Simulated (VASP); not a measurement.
A run of VASP 6.6.1 is set up as follows.

Contents of INCAR:

```
PREC = Accurate
ENCUT = 600
EDIFF = 1E-7
ISMEAR = 0
SIGMA = 0.01
LREAL = F
LASPH = T
NELM = 120
ALGO = Normal
ISIF = 3
LWAVE = F
LCHARG = F
GGA = PE
IBRION = 2
NSW = 80
EDIFFG = -0.001
PSTRESS = 50.0
GGA_COMPAT = F
NELMIN = 4
```

Contents of KPOINTS:

```
Automatic mesh
0
Gamma
  6 6 6
```

File POSCAR:

```
MgO
1.0
    3.5207217159      0.0000000000      0.0000000000
   -1.7603608580      3.0490344456      0.0000000000
    0.0000000000      0.0000000000      4.2382702817
Mg O
2 2
Direct
    0.6666666667      0.3333333333      0.7500000000
    0.3333333333      0.6666666667      0.2500000000
    0.6666666667      0.3333333333      0.2500000000
    0.3333333333      0.6666666667      0.7500000000
```

Potentials or basis: VASP PAW PBE potentials, release 64 (Mg, O).

The run is started by

```bash
$ cat potpaw_PBE.64/Mg/POTCAR potpaw_PBE.64/O/POTCAR > POTCAR
$ mpirun -np 1 vasp_std > vasp.out
```

Q: Predict the relaxed cell.

A: a = 3.471 Å, b = 3.471 Å, c = 4.181 Å, α = 90.00°, β = 90.00°, γ = 120.00°.

Q: Estimate the space group after relaxing (to 0.05 Å).

A: P6_3/mmc (No. 194).

Q: Predict the band gap on the k mesh.

A: 3.48 eV, direct.

Step by step:
```tsv
step	energy change (eV)	largest force (eV/Å)	pressure (GPa)	volume (Å³)
1	0.0000	0.0000	-0.69	45.50
2	0.0523	0.0000	7.54	42.89
3	0.0241	0.0000	5.00	43.61
4	0.0230	0.0000	4.88	43.65
5	0.0230	0.0000	4.88	43.65
6	0.0231	0.0000	4.89	43.64
7	0.0243	0.0000	5.02	43.61
8	0.0241	0.0000	5.00	43.61
```

Caveat: the cell is relaxed towards a set pressure, so the enthalpy falls and the energy may rise. PBE gaps usually lie below the measured ones, often by a third to a half.
